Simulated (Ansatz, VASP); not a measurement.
InSe2 in VASP and in Ansatz

INCAR

```
SYSTEM = InSe2
ALGO = Normal
EDIFF = 1E-6
EDIFFG = -0.01
ENCUT = 600
GGA = PE
IBRION = 2
ISIF = 3
ISMEAR = 0
LASPH = .True.
LCHARG = .False.
LREAL = .False.
LWAVE = .False.
NELM = 100
NSW = 80
PREC = Accurate
SIGMA = 0.1
```

KPOINTS

```
k-points
0
Gamma
  4 4 1
  0 0 0
```

POSCAR

```
InSe2
1.0
    3.8948930000      0.0000000000      0.0000000000
    0.0000000000      3.8948930000      0.0000000000
    0.0000000000      0.0000000000      9.6262310000
In Se
2 4
Direct
    0.0000000000      0.5000000000      0.7064680000
    0.5000000000      0.0000000000      0.2935320000
    0.0000000000      0.5000000000      0.3662120000
    0.5000000000      0.0000000000      0.6337880000
    0.0000000000      0.0000000000      0.0000000000
    0.5000000000      0.5000000000      0.0000000000
```

Input for Ansatz:

```yaml
crystal:
  lattice:
    - [3.894893, 0.0, 0.0]
    - [0.0, 3.894893, 0.0]
    - [0.0, 0.0, 9.626231]
  atoms:
    - { symbol: In, position: [0.0, 0.5, 0.706468] }
    - { symbol: In, position: [0.5, 0.0, 0.293532] }
    - { symbol: Se, position: [0.0, 0.5, 0.366212] }
    - { symbol: Se, position: [0.5, 0.0, 0.633788] }
    - { symbol: Se, position: [0.0, 0.0, 0.0] }
    - { symbol: Se, position: [0.5, 0.5, 0.0] }
basis:
  ecutwfc: 420
kpoints:
  mp_grid: { grid: [4, 4, 1] }
hamiltonian:
  xc: pbe
scf:
  occupations: { method: gaussian, width: 0.1 }
output:
  forces: true
  stress: true
  eigenvalues: true
relax:
  adjacent_minimum: "off"
  f_tol: 0.01
  max_steps: 60
  cell: { stress_tol: 0.05 }
```

Alike in both runs: task relaxation of cell and atoms; functional PBE; k mesh 4 × 4 × 1; occupations gaussian, width 0.1 eV; no spin polarisation.

```csv
,VASP,Ansatz
version,VASP 6.6.1,Ansatz 0.2.0
potentials or method,"VASP PAW PBE potentials, release 64 (In_d, Se), cutoff 600 eV","scalar-relativistic, plane waves, PAW"
valence electrons in the cell,50,90
```

Ansatz gave:

| Item | Value |
| --- | --- |
| gap on the k mesh at the Fermi level, each at its own relaxed structure (eV) | none |
| relaxed volume (Å³/atom) | 24.32 |
| relaxed cell length with the largest relative difference (Å) | 3.903 |

Q: What did VASP give for the same quantities?

A: gap on the k mesh at the Fermi level, each at its own relaxed structure (eV): none; relaxed volume (Å³/atom): 24.35; relaxed cell length with the largest relative difference (Å): 3.905.

A gap of «none» marks a metal or a gap that the smearing closes. VASP's potentials hold 50 valence electrons a cell and Ansatz's 90, so a difference there can come from the potentials and not from the codes.

The k mesh is coarse, so the values compare programs but aren't converged.
